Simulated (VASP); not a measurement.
# WC (rocksalt type) (Fm-3m) in VASP: notebook, part 2 of 2

VASP 6.6.1.

**3. Single point, PBE**

INCAR

```
SYSTEM = WC
ALGO     = Normal         ! electronic algorithm
EDIFF    = 1E-7           ! SCF threshold, eV
ENCUT    = 520            ! plane-wave cutoff, eV
GGA      = PE             ! functional
ISIF     = 2              ! what is computed and relaxed
ISMEAR   = -1             ! smearing method
LASPH    = .TRUE.         ! aspherical terms in the spheres
LCHARG   = .TRUE.         ! write CHGCAR
LELF     = .TRUE.         ! ELF
LREAL    = .FALSE.        ! projectors in reciprocal space
LVHAR    = .TRUE.       
LWAVE    = .FALSE.        ! write WAVECAR
NBANDS   = 16             ! bands
NELM     = 60             ! most SCF steps
PREC     = Accurate       ! precision mode
SIGMA    = 0.08           ! smearing width, eV
```

KPOINTS

```
k-points
0
G
  16 16 16
  0 0 0
```

POSCAR

```
WC
1.0
    0.0000000000      2.0826565620      2.0826565620
    2.0826565620      0.0000000000      2.0826565620
    2.0826565620      2.0826565620      0.0000000000
W C
1 1
Direct
    0.0000000000      0.0000000000      0.0000000000
    0.5000000000      0.5000000000      0.5000000000
```

Potentials or basis: VASP PAW PBE potentials, release 64 (W_sv, C).

Started as:

```sh
cat potpaw_PBE.64/W_sv/POTCAR potpaw_PBE.64/C/POTCAR > POTCAR
mpirun -np 1 vasp_std > vasp.out
```

OUTCAR:

```text
SYSTEM = WC
   EDIFF = 1E-7
   ENCUT = 520
   GGA = PE
   ISIF = 2
   ISMEAR = -1
   LASPH = .TRUE.
   LREAL = .FALSE.
   NELM = 60
   PREC = Accurate

 ion  position               nearest neighbor table
   1  0.000  0.000  0.000-   2 2.08   2 2.08   2 2.08   2 2.08   2 2.08   2 2.08
   2  0.500  0.500  0.500-   1 2.08   1 2.08   1 2.08   1 2.08   1 2.08   1 2.08

  LATTYP: Found a face centered cubic cell.
 ALAT       =     4.1653131240

  Lattice vectors:

 A1 = (   0.0000000000,   2.0826565620,   2.0826565620)
 A2 = (   2.0826565620,   0.0000000000,   2.0826565620)
 A3 = (   2.0826565620,   2.0826565620,   0.0000000000)

Analysis of symmetry for initial positions (statically):
=====================================================================
 Subroutine PRICEL returns:
 Original cell was already a primitive cell.

 Routine SETGRP: Setting up the symmetry group for a
 face centered cubic supercell.

 Subroutine GETGRP returns: Found 48 space group operations
 (whereof 48 operations were pure point group operations)
 out of a pool of 48 trial point group operations.

The static configuration has the point symmetry O_h .

Analysis of symmetry for dynamics (positions and initial velocities):
=====================================================================
 Subroutine PRICEL returns:
 Original cell was already a primitive cell.

 Routine SETGRP: Setting up the symmetry group for a
 face centered cubic supercell.

 Subroutine GETGRP returns: Found 48 space group operations
 (whereof 48 operations were pure point group operations)
 out of a pool of 48 trial point group operations.

The dynamic configuration has the point symmetry O_h .

 Subroutine INISYM returns: Found 48 space group operations
 (whereof 48 operations are pure point group operations),
 and found     1 'primitive' translations

----------------------------------------------------------------------------------------

                                     Primitive cell

  volume of cell :      18.0669

  direct lattice vectors                    reciprocal lattice vectors
     0.000000000  2.082656562  2.082656562    -0.240077989  0.240077989  0.240077989
     2.082656562  0.000000000  2.082656562     0.240077989 -0.240077989  0.240077989
     2.082656562  2.082656562  0.000000000     0.240077989  0.240077989 -0.240077989

  length of vectors
     2.945321156  2.945321156  2.945321156     0.415827275  0.415827275  0.415827275

  position of ions in fractional coordinates (direct lattice)
     0.000000000  0.000000000  0.000000000
     0.500000000  0.500000000  0.500000000

  ion indices of the primitive-cell ions
   primitive index   ion index
                 1           1
                 2           2

----------------------------------------------------------------------------------------

 KPOINTS: k-points

Automatic generation of k-mesh.
 Grid dimensions read from file:
 generate k-points for:   16   16   16

 Generating k-lattice:

  Cartesian coordinates                     Fractional coordinates (reciprocal lattice)
    -0.015004874  0.015004874  0.015004874     0.062500000  0.000000000  0.000000000
     0.015004874 -0.015004874  0.015004874     0.000000000  0.062500000  0.000000000
     0.015004874  0.015004874 -0.015004874     0.000000000  0.000000000  0.062500000

  Length of vectors
     0.025989205  0.025989205  0.025989205

  Shift w.r.t. Gamma in fractional coordinates (k-lattice)
     0.000000000  0.000000000  0.000000000

 Subroutine IBZKPT returns following result:
 ===========================================

 Found    145 irreducible k-points:

 Following reciprocal coordinates:
            Coordinates               Weight
  0.000000  0.000000  0.000000      1.000000
  0.062500  0.000000  0.000000      8.000000
  0.125000  0.000000  0.000000      8.000000
  0.187500  0.000000  0.000000      8.000000
  0.250000  0.000000  0.000000      8.000000
  0.312500  0.000000  0.000000      8.000000
[... 16 lines left out ...]
 -0.125000  0.062500  0.000000     24.000000
 -0.062500  0.062500  0.000000     12.000000
 [... further k-points ...]
   k-points           NKPTS =    145   k-points in BZ     NKDIM =    145   number of bands    NBANDS=     16
   number of dos      NEDOS =    301   number of ions     NIONS =      2
   total plane-waves  NPLWV =  13824
   dimension x,y,z NGX =    24 NGY =   24 NGZ =   24
   dimension x,y,z NGXF=    48 NGYF=   48 NGZF=   48
   ions per type =               1   1
   NGX,Y,Z   is equivalent  to a cutoff of  13.55, 13.55, 13.55 a.u.
   NGXF,Y,Z  is equivalent  to a cutoff of  27.09, 27.09, 27.09 a.u.
 SYSTEM =  WC
   PREC   = accura    normal or accurate (medium, high low for compatibility)
   ISTART =      0    job   : 0-new  1-cont  2-samecut
   ICHARG =      2    charge: 1-file 2-atom 10-const
   ISPIN  =      1    spin polarized calculation?
   LNONCOLLINEAR =      F non collinear calculations
   LSORBIT =      F    spin-orbit coupling
   LASPH  =      T    aspherical Exc in radial PAW
   ENCUT  =  520.0 eV  38.22 Ry    6.18 a.u.   5.48  5.48  5.48*2*pi/ulx,y,z
   NELM   =     60;   NELMIN=  2; NELMDL= -5     # of ELM steps
   EDIFF  = 0.1E-06   stopping-criterion for ELM
   LREAL  =      F    real-space projection
   EDIFFG = 0.1E-05   stopping-criterion for IOM
   NSW    =      0    number of steps for IOM
   IBRION =     -1    ionic relax: 0-MD 1-quasi-New 2-CG
   NFREE  =      0    steps in history (QN), initial steepest desc. (CG)
   ISIF   =      2    stress and relaxation
   ISYM   =      2    0-nonsym 1-usesym 2-fastsym
   POTIM  = 0.5000    time-step for ionic-motion
   TEBEG  =    0.0;   TEEND  =   0.0 temperature during run
   PSTRESS=    0.0 pullay stress
   NELECT =      18.0000    total number of electrons
   NUPDOWN=      -1.0000    fix difference up-down
   EMIN   =  10.00;   EMAX   =-10.00  energy-range for DOS
   EFERMI =   0.00;   METHOD = LEGACY
   ISMEAR =    -1;   SIGMA  =   0.08  broadening in eV -4-tet -1-fermi 0-gaus
   EFERMI_NEDOS =   21; number of points for ismear=-14 and -15
   IALGO  =     38    algorithm
   IMIX   =      4    mixing-type and parameters
     AMIX     =   0.40;   BMIX     =  1.00
     AMIX_MAG =   1.60;   BMIX_MAG =  1.00
  volume/ion in A,a.u.               =       9.03        60.96
  Fermi-wavevector in a.u.,A,eV,Ry     =   1.635076  3.089846 36.374826  2.673474
  Thomas-Fermi vector in A             =   2.726609
   LORBIT       =      0    0 simple, 1 ext, 2 COOP (PROOUT), +10 PAW based schemes
   GGA     = PE    functional components
   LHFCALC =     F    Hartree Fock is set to
   AEXX    =    0.0000 exact exchange contribution
   IVDW    =     0    specifies the selected vdW correction
   LEPSILON=     F    determine dielectric tensor
   LRPA    =     F    only Hartree local field effects (RPA)
 non-spin polarized calculation
  energy-cutoff  :      520.00
  volume of cell :       18.07
 maximum number of plane-waves:       531
 NGX is ok and might be reduce to    24
   NGX = 11   NGY = 11   NGZ = 11

 number of electron      18.0000000 magnetization

 Free energy of the ion-electron system (eV)
  ---------------------------------------------------
  ext. energy  EPLUGINS =         0.00000000
  ---------------------------------------------------
  free energy    TOTEN  =       -20.92591730 eV

  energy without entropy =      -20.90868553  energy(sigma->0) =      -20.91730141

 E-fermi :  14.9279     XC(G=0): -14.5970

 val. band max:       14.9213884565   @ k =  -0.3125   0.3125   0.0000
 cond. band min:      14.9379247553   @ k =  -0.4375   0.1875   0.0000
 fundamental gap:      0.0165362987
 Fermi energy:        14.9279050153

 k-point     1 :       0.0000    0.0000    0.0000
  band No.  band energies     occupation
      1     -60.4564      2.00000
      2     -24.4161      2.00000
      3     -24.4161      2.00000
      4     -24.4161      2.00000
      5      -2.2854      2.00000
      6      11.5186      2.00000
[... 8 lines left out ...]
     15      24.3558      0.00000
     16      41.1087      0.00000
[... 419 lines left out ...]
 k-point    24 :      -0.0625    0.0625    0.0000
  band No.  band energies     occupation
      1     -60.4485      2.00000
      2     -24.5175      2.00000
      3     -24.4447      2.00000
      4     -24.4191      2.00000
      5      -1.9253      2.00000
      6      10.6965      2.00000
[... 8 lines left out ...]
     15      25.2002      0.00000
     16      37.9341      0.00000

 [... further k-points ...]

------------------------ aborting loop because EDIFF is reached ----------------------------------------

  FORCE on cell =-STRESS in cart. coord.  units (eV):
  Direction    XX          YY          ZZ          XY          YZ          ZX
  --------------------------------------------------------------------------------------
  -------------------------------------------------------------------------------------
  Total        8.7962121      8.7962121      8.7962121      0.0000000      0.0000000     -0.0000000
  in kB      780.0515439    780.0515439    780.0515439      0.0000000      0.0000000     -0.0000000
  external PRESSURE =     780.0515439 kB  Pullay stress =       0.0000000 kB

 VOLUME and BASIS-vectors are now :
 -----------------------------------------------------------------------------
  energy-cutoff  :      520.00
  volume of cell :       18.07
      direct lattice vectors                 reciprocal lattice vectors
     0.000000000  2.082656562  2.082656562    -0.240077989  0.240077989  0.240077989
     2.082656562  0.000000000  2.082656562     0.240077989 -0.240077989  0.240077989
     2.082656562  2.082656562  0.000000000     0.240077989  0.240077989 -0.240077989

 POSITION                                       TOTAL-FORCE (eV/Angst)
 -----------------------------------------------------------------------------------
      0.00000      0.00000      0.00000         0.000000      0.000000      0.000000
      2.08266      2.08266      2.08266        -0.000000     -0.000000     -0.000000
 -----------------------------------------------------------------------------------
    total drift:                                0.000000     -0.000000     -0.000000

  FREE ENERGIE OF THE ION-ELECTRON SYSTEM (eV)
  ---------------------------------------------------
  free  energy   TOTEN  =       -20.9259172997 eV

  energy  without entropy=      -20.9086855265  energy(sigma->0) =      -20.91730141
```

Wall time 43 s (1 thread of Intel Xeon 8259CL, shared host); peak memory 0.17 GiB.

What came out:

```
Free energy            : -20.9259 eV
Pressure               : 78.0 GPa
Band gap on the k mesh : zero (bands 9 and 10 overlap by 3.93 eV)
```

Levels at points of the mesh, in eV from the Fermi level:
| k point | band 6 | band 7 | band 8 | band 9 | band 10 | band 11 | band 12 | band 13 |
| --- | --- | --- | --- | --- | --- | --- | --- | --- |
| (0.00, 0.00, 0.00) | -3.41 | -3.41 | -3.41 | -1.42 | -1.42 | -1.42 | -1.14 | -1.14 |
| (0.50, 0.00, 0.00) | -11.24 | -7.80 | -7.80 | 1.38 | 1.38 | 2.99 | 5.10 | 10.58 |
| (0.50, 0.50, 0.00) | -7.09 | -5.92 | -2.77 | -2.77 | 1.15 | 2.95 | 2.95 | 7.10 |

Caveat: the cell stands under pressure; spin-orbit coupling is left out, which moves the levels of the heavy elements.
